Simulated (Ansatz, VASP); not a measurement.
Two plane-wave programs on Au

```
Au
1.0
    -1.65727    1.65727    1.65727
     1.65727   -1.65727    1.65727
     1.65727    1.65727   -1.65727
Au
1
Direct
  0.00000 0.00000 0.00000
```

Alike in both runs: task single point; functional PBE; k mesh 16 × 16 × 16; occupations gaussian, width 0.05 eV; non-collinear spin, spin-orbit coupling.

|  | VASP | Ansatz |
| --- | --- | --- |
| version | VASP 6.6.1 | Ansatz 0.2.0 |
| potentials or method | VASP PAW PBE potentials, release 64 (Au), cutoff 520 eV | plane waves, PAW |
| valence electrons in the cell | 11 | 19 |

|  | VASP | Ansatz | Ansatz less VASP |
| --- | --- | --- | --- |
| pressure (GPa) | -3.0 | -3.0 | -0.09 |
| net moment per atom (μB) | 0.00 | 0.00 | 0.000 |

With one functional, cell and mesh, what is left measures potentials, basis and numerics. VASP's potentials hold 11 valence electrons a cell and Ansatz's 19, so a difference there can come from the potentials and not from the codes.
